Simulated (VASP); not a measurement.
# LiCl (P6_3mc) in VASP: a series of runs

LiCl is run at these levels: LDA, PBE, r2SCAN; tasks: single point.

Program: VASP 6.6.1. These are calculated values, not measurements. Logs are shortened: lines on timing, memory, paths and dates and some standing lists are left out, and cuts for length are marked.

**1. The cell of the first run**

Symmetry: P6_3mc, No. 186, hexagonal system. The conventional cell has a = 3.894 Å, b = 3.894 Å, c = 6.226 Å, α = 90.00°, β = 90.00°, γ = 120.00°. Within 3.1 Å of Li (site symmetry 3m) lie 4 Cl at 2.37 Å. Within 3.1 Å of Cl (site symmetry 3m) lie 4 Li at 2.37 Å.

**2. Single point, LDA**

Contents of INCAR:

```
SYSTEM = LiCl
PREC = Accurate ; ENCUT = 520
EDIFF = 1E-6 ; ISMEAR = 0
SIGMA = 0.01 ; LREAL = .False.
LASPH = .True. ; NELM = 60
ALGO = Normal ; ISIF = 2
LWAVE = .False. ; LCHARG = .False.
NBANDS = 18
```

Contents of KPOINTS:

```
Automatic mesh
0
Gamma
  6 6 2
  0 0 0
```

Contents of POSCAR:

```
LiCl
1.0
    3.8937404213      0.0000000000      0.0000000000
   -1.9468702107      3.3720781205      0.0000000000
    0.0000000000      0.0000000000      6.2258773919
Li Cl
2 2
Direct
    0.6666666667      0.3333333333      0.8780761529
    0.3333333333      0.6666666667      0.3780761529
    0.6666666667      0.3333333333      0.4969248471
    0.3333333333      0.6666666667      0.9969248471
```

Potentials or basis: VASP PAW LDA potentials, release 64 (Li_sv, Cl).

Run with:

```
$ cat potpaw_LDA.64/Li_sv/POTCAR potpaw_LDA.64/Cl/POTCAR > POTCAR
$ mpirun -np 1 vasp_std > vasp.out
```

OUTCAR:

```text
SYSTEM = LiCl
   PREC = Accurate
   ENCUT = 520
   EDIFF = 1E-6
   ISMEAR = 0
   LREAL = .False.
   LASPH = .True.
   NELM = 60
   ISIF = 2

 ion  position               nearest neighbor table
   1  0.667  0.333  0.878-   4 2.37   4 2.37   4 2.37   3 2.37
   2  0.333  0.667  0.378-   3 2.37   3 2.37   3 2.37   4 2.37
   3  0.667  0.333  0.497-   2 2.37   2 2.37   2 2.37   1 2.37
   4  0.333  0.667  0.997-   1 2.37   1 2.37   1 2.37   2 2.37

  LATTYP: Found a hexagonal cell.
 ALAT       =     3.8937404213
 C/A-ratio  =     1.5989451577

  Lattice vectors:

 A1 = (   3.8937404213,   0.0000000000,   0.0000000000)
 A2 = (  -1.9468702107,   3.3720781205,   0.0000000000)
 A3 = (   0.0000000000,   0.0000000000,   6.2258773919)

Analysis of symmetry for initial positions (statically):
=====================================================================
 Subroutine PRICEL returns:
 Original cell was already a primitive cell.

 Routine SETGRP: Setting up the symmetry group for a
 hexagonal supercell.

 Subroutine GETGRP returns: Found 12 space group operations
 (whereof  6 operations were pure point group operations)
 out of a pool of 24 trial point group operations.

The static configuration has the point symmetry C_3v.
 The point group associated with its full space group is C_6v.

Analysis of symmetry for dynamics (positions and initial velocities):
=====================================================================
 Subroutine PRICEL returns:
 Original cell was already a primitive cell.

 Routine SETGRP: Setting up the symmetry group for a
 hexagonal supercell.

 Subroutine GETGRP returns: Found 12 space group operations
 (whereof  6 operations were pure point group operations)
 out of a pool of 24 trial point group operations.

The dynamic configuration has the point symmetry C_3v.
 The point group associated with its full space group is C_6v.

 Subroutine INISYM returns: Found 12 space group operations
 (whereof  6 operations are pure point group operations),
 and found     1 'primitive' translations

----------------------------------------------------------------------------------------

                                     Primitive cell

  volume of cell :      81.7458

  direct lattice vectors                    reciprocal lattice vectors
     3.893740421  0.000000000  0.000000000     0.256822462  0.148276517  0.000000000
    -1.946870211  3.372078120  0.000000000     0.000000000  0.296553035  0.000000000
     0.000000000  0.000000000  6.225877392     0.000000000  0.000000000  0.160619931

  length of vectors
     3.893740421  3.893740421  6.225877392     0.296553035  0.296553035  0.160619931

  position of ions in fractional coordinates (direct lattice)
     0.666666667  0.333333333  0.878076153
     0.333333333  0.666666667  0.378076153
     0.666666667  0.333333333  0.496924847
     0.333333333  0.666666667  0.996924847

  ion indices of the primitive-cell ions
   primitive index   ion index
                 1           1
                 2           2
                 3           3
                 4           4

----------------------------------------------------------------------------------------

 KPOINTS: Automatic mesh

Automatic generation of k-mesh.
 Grid dimensions read from file:
 generate k-points for:    6    6    2

 Generating k-lattice:

  Cartesian coordinates                     Fractional coordinates (reciprocal lattice)
     0.042803744  0.024712753  0.000000000     0.166666667 -0.000000000  0.000000000
     0.000000000  0.049425506  0.000000000     0.000000000  0.166666667  0.000000000
     0.000000000  0.000000000  0.080309966     0.000000000  0.000000000  0.500000000

  Length of vectors
     0.049425506  0.049425506  0.080309966

  Shift w.r.t. Gamma in fractional coordinates (k-lattice)
     0.000000000  0.000000000  0.000000000

 Subroutine IBZKPT returns following result:
 ===========================================

 Found     14 irreducible k-points:

 Following reciprocal coordinates:
            Coordinates               Weight
  0.000000  0.000000  0.000000      1.000000
  0.166667  0.000000  0.000000      6.000000
  0.333333 -0.000000  0.000000      6.000000
  0.500000  0.000000  0.000000      3.000000
  0.166667  0.166667  0.000000      6.000000
  0.333333  0.166667  0.000000     12.000000
  0.333333  0.333333  0.000000      2.000000
  0.000000  0.000000  0.500000      1.000000
  0.166667  0.000000  0.500000      6.000000
  0.333333 -0.000000  0.500000      6.000000
  0.500000  0.000000  0.500000      3.000000
  0.166667  0.166667  0.500000      6.000000
  0.333333  0.166667  0.500000     12.000000
  0.333333  0.333333  0.500000      2.000000
   k-points           NKPTS =     14   k-points in BZ     NKDIM =     14   number of bands    NBANDS=     18
   number of dos      NEDOS =    301   number of ions     NIONS =      4
   total plane-waves  NPLWV =  43200
   dimension x,y,z NGX =    30 NGY =   30 NGZ =   48
   dimension x,y,z NGXF=    60 NGYF=   60 NGZF=   96
   ions per type =               2   2
   NGX,Y,Z   is equivalent  to a cutoff of  12.81, 12.81, 12.82 a.u.
   NGXF,Y,Z  is equivalent  to a cutoff of  25.62, 25.62, 25.63 a.u.
 SYSTEM =  LiCl
   PREC   = accura    normal or accurate (medium, high low for compatibility)
   ISTART =      0    job   : 0-new  1-cont  2-samecut
   ICHARG =      2    charge: 1-file 2-atom 10-const
   ISPIN  =      1    spin polarized calculation?
   LNONCOLLINEAR =      F non collinear calculations
   LSORBIT =      F    spin-orbit coupling
   LASPH  =      T    aspherical Exc in radial PAW
   ENCUT  =  520.0 eV  38.22 Ry    6.18 a.u.   7.24  7.24 11.58*2*pi/ulx,y,z
   NELM   =     60;   NELMIN=  2; NELMDL= -5     # of ELM steps
   EDIFF  = 0.1E-05   stopping-criterion for ELM
   LREAL  =      F    real-space projection
   EDIFFG = 0.1E-04   stopping-criterion for IOM
   NSW    =      0    number of steps for IOM
   IBRION =     -1    ionic relax: 0-MD 1-quasi-New 2-CG
   NFREE  =      0    steps in history (QN), initial steepest desc. (CG)
   ISIF   =      2    stress and relaxation
   ISYM   =      2    0-nonsym 1-usesym 2-fastsym
   POTIM  = 0.5000    time-step for ionic-motion
   TEBEG  =    0.0;   TEEND  =   0.0 temperature during run
   PSTRESS=    0.0 pullay stress
   NELECT =      20.0000    total number of electrons
   NUPDOWN=      -1.0000    fix difference up-down
   EMIN   =  10.00;   EMAX   =-10.00  energy-range for DOS
   EFERMI =   0.00;   METHOD = LEGACY
   ISMEAR =     0;   SIGMA  =   0.01  broadening in eV -4-tet -1-fermi 0-gaus
   EFERMI_NEDOS =   21; number of points for ismear=-14 and -15
   IALGO  =     38    algorithm
   IMIX   =      4    mixing-type and parameters
     AMIX     =   0.40;   BMIX     =  1.00
     AMIX_MAG =   1.60;   BMIX_MAG =  1.00
  volume/ion in A,a.u.               =      20.44       137.91
  Fermi-wavevector in a.u.,A,eV,Ry     =   1.023913  1.934915 14.264321  1.048398
  Thomas-Fermi vector in A             =   2.157672
   LORBIT       =      0    0 simple, 1 ext, 2 COOP (PROOUT), +10 PAW based schemes
   GGA     = CA    functional components
   LHFCALC =     F    Hartree Fock is set to
   AEXX    =    0.0000 exact exchange contribution
   IVDW    =     0    specifies the selected vdW correction
   LEPSILON=     F    determine dielectric tensor
   LRPA    =     F    only Hartree local field effects (RPA)
 non-spin polarized calculation
 Gauss-broadening in eV      SIGMA  =   0.01
  energy-cutoff  :      520.00
  volume of cell :       81.75
 maximum number of plane-waves:      2244
 NGX is ok and might be reduce to    30
   NGX = 15   NGY = 15   NGZ = 23

 number of electron      19.9999997 magnetization

 Free energy of the ion-electron system (eV)
  ---------------------------------------------------
  ext. energy  EPLUGINS =         0.00000000
  ---------------------------------------------------
  free energy    TOTEN  =       -16.01198684 eV

  energy without entropy =      -16.01198684  energy(sigma->0) =      -16.01198684

 E-fermi :  -1.1726     XC(G=0):  -8.2238

 val. band max:       -1.2420902886   @ k =   0.0000   0.0000   0.0000
 cond. band min:       4.3665329505   @ k =   0.0000   0.0000   0.0000
 fundamental gap:      5.6086232392
 Fermi energy:        -1.1726214519

 k-point     1 :       0.0000    0.0000    0.0000
  band No.  band energies     occupation
      1     -43.1259      2.00000
      2     -43.1241      2.00000
      3     -13.9585      2.00000
      4     -13.6225      2.00000
      5      -3.4487      2.00000
      6      -1.6743      2.00000
[... 10 lines left out ...]
     17       9.3885      0.00000
     18       9.4175      0.00000

 k-point     2 :       0.1667    0.0000    0.0000
  band No.  band energies     occupation
      1     -43.1256      2.00000
      2     -43.1238      2.00000
      3     -13.8954      2.00000
      4     -13.5967      2.00000
      5      -3.3005      2.00000
      6      -2.0841      2.00000
[... 10 lines left out ...]
     17       9.6172      0.00000
     18       9.9221      0.00000

 k-point     3 :       0.3333   -0.0000    0.0000
  band No.  band energies     occupation
      1     -43.1247      2.00000
      2     -43.1235      2.00000
      3     -13.7518      2.00000
      4     -13.5562      2.00000
      5      -3.0447      2.00000
      6      -2.7114      2.00000
[... 10 lines left out ...]
     17      10.0701      0.00000
     18      10.9995      0.00000

 k-point     4 :       0.5000    0.0000    0.0000
  band No.  band energies     occupation
      1     -43.1241      2.00000
      2     -43.1235      2.00000
      3     -13.6582      2.00000
      4     -13.5546      2.00000
      5      -3.2743      2.00000
      6      -2.7242      2.00000
[... 10 lines left out ...]
     17      10.2820      0.00000
     18      11.6553      0.00000

 k-point     5 :       0.1667    0.1667    0.0000
  band No.  band energies     occupation
      1     -43.1249      2.00000
      2     -43.1236      2.00000
      3     -13.7912      2.00000
      4     -13.5636      2.00000
      5      -3.0439      2.00000
      6      -2.5595      2.00000
[... 10 lines left out ...]
     17       9.9492      0.00000
     18      10.4547      0.00000

 k-point     6 :       0.3333    0.1667    0.0000
  band No.  band energies     occupation
      1     -43.1241      2.00000
      2     -43.1235      2.00000
      3     -13.6618      2.00000
      4     -13.5509      2.00000
      5      -3.1380      2.00000
      6      -2.7025      2.00000
[... 10 lines left out ...]
     17      10.1917      0.00000
     18      11.0047      0.00000

 k-point     7 :       0.3333    0.3333    0.0000
  band No.  band energies     occupation
      1     -43.1237      2.00000
      2     -43.1237      2.00000
      3     -13.5821      2.00000
      4     -13.5821      2.00000
      5      -3.1784      2.00000
      6      -2.5400      2.00000
[... 10 lines left out ...]
     17      10.7942      0.00000
     18      10.8040      0.00000

 k-point     8 :       0.0000    0.0000    0.5000
  band No.  band energies     occupation
      1     -43.1249      2.00000
      2     -43.1249      2.00000
      3     -13.7977      2.00000
      4     -13.7977      2.00000
      5      -2.4731      2.00000
      6      -2.4731      2.00000
[... 10 lines left out ...]
     17       8.7356      0.00000
     18       8.7356      0.00000

 k-point     9 :       0.1667    0.0000    0.5000
  band No.  band energies     occupation
      1     -43.1247      2.00000
      2     -43.1247      2.00000
      3     -13.7518      2.00000
      4     -13.7518      2.00000
      5      -2.5457      2.00000
      6      -2.5457      2.00000
[... 10 lines left out ...]
     17       9.3439      0.00000
     18       9.3439      0.00000

 k-point    10 :       0.3333   -0.0000    0.5000
  band No.  band energies     occupation
      1     -43.1241      2.00000
      2     -43.1241      2.00000
      3     -13.6567      2.00000
      4     -13.6567      2.00000
      5      -2.9536      2.00000
      6      -2.9536      2.00000
[... 10 lines left out ...]
     17       9.9716      0.00000
     18       9.9716      0.00000

 k-point    11 :       0.5000    0.0000    0.5000
  band No.  band energies     occupation
      1     -43.1238      2.00000
      2     -43.1238      2.00000
      3     -13.6074      2.00000
      4     -13.6074      2.00000
      5      -3.2149      2.00000
      6      -3.2149      2.00000
[... 10 lines left out ...]
     17      10.2240      0.00000
     18      10.2240      0.00000

 k-point    12 :       0.1667    0.1667    0.5000
  band No.  band energies     occupation
      1     -43.1242      2.00000
      2     -43.1242      2.00000
      3     -13.6809      2.00000
      4     -13.6809      2.00000
      5      -2.7763      2.00000
      6      -2.7763      2.00000
[... 10 lines left out ...]
     17       9.9092      0.00000
     18       9.9092      0.00000

 k-point    13 :       0.3333    0.1667    0.5000
  band No.  band energies     occupation
      1     -43.1238      2.00000
      2     -43.1238      2.00000
      3     -13.6075      2.00000
      4     -13.6075      2.00000
      5      -3.0622      2.00000
      6      -3.0622      2.00000
[... 10 lines left out ...]
     17      10.6321      0.00000
     18      10.6321      0.00000

 k-point    14 :       0.3333    0.3333    0.5000
  band No.  band energies     occupation
      1     -43.1237      2.00000
      2     -43.1237      2.00000
      3     -13.5824      2.00000
      4     -13.5824      2.00000
      5      -2.8485      2.00000
      6      -2.8485      2.00000
[... 10 lines left out ...]
     17      10.9003      0.00000
     18      10.9004      0.00000

------------------------ aborting loop because EDIFF is reached ----------------------------------------

  FORCE on cell =-STRESS in cart. coord.  units (eV):
  Direction    XX          YY          ZZ          XY          YZ          ZX
  --------------------------------------------------------------------------------------
  -------------------------------------------------------------------------------------
  Total       -1.0549305     -1.0549305     -1.0794285      0.0000000      0.0000000      0.0000000
  in kB      -20.6761290    -20.6761290    -21.1562788      0.0000000      0.0000000      0.0000000
  external PRESSURE =     -20.8361790 kB  Pullay stress =       0.0000000 kB

 VOLUME and BASIS-vectors are now :
 -----------------------------------------------------------------------------
  energy-cutoff  :      520.00
  volume of cell :       81.75
      direct lattice vectors                 reciprocal lattice vectors
     3.893740421  0.000000000  0.000000000     0.256822462  0.148276517  0.000000000
    -1.946870211  3.372078120  0.000000000     0.000000000  0.296553035  0.000000000
     0.000000000  0.000000000  6.225877392     0.000000000  0.000000000  0.160619931

 POSITION                                       TOTAL-FORCE (eV/Angst)
 -----------------------------------------------------------------------------------
      1.94687      1.12403      5.46679        -0.000000      0.000000     -0.000408
     -0.00000      2.24805      2.35386         0.000000     -0.000000     -0.000408
      1.94687      1.12403      3.09379        -0.000000      0.000000      0.000408
     -0.00000      2.24805      6.20673         0.000000      0.000000      0.000408
 -----------------------------------------------------------------------------------
    total drift:                                0.000000     -0.000000      0.001554

  FREE ENERGIE OF THE ION-ELECTRON SYSTEM (eV)
  ---------------------------------------------------
  free  energy   TOTEN  =       -16.0119868354 eV

  energy  without entropy=      -16.0119868354  energy(sigma->0) =      -16.01198684
```

Run time: 24 s. Hardware: 1 thread of Intel Xeon 8259CL, shared host; peak memory 0.16 GiB.

Results:

```
Free energy            : -16.0120 eV
Band gap on the k mesh : 5.61 eV
```

Levels at points of the mesh, in eV from the valence-band top:
| k point | band 8 | band 9 | band 10 | band 11 | band 12 | band 13 |
| --- | --- | --- | --- | --- | --- | --- |
| (0.00, 0.00, 0.00) | -0.08 | -0.08 | 0.00 | 5.61 | 7.90 | 9.65 |
| (0.50, 0.00, 0.00) | -0.99 | -0.64 | -0.37 | 7.49 | 7.61 | 8.82 |
| (0.00, 0.00, 0.50) | -0.26 | -0.26 | -0.26 | 6.95 | 6.95 | 9.88 |
| (0.50, 0.00, 0.50) | -0.70 | -0.63 | -0.63 | 7.01 | 7.01 | 9.63 |

Caveat: the k points lie up to 0.50 Å⁻¹ apart; the cutoff is under 1.25 times the usual one of these potentials, so pressure, stress and relaxed cells hold a basis-set (Pulay) error.

(Part 1 of 2 ends here.)
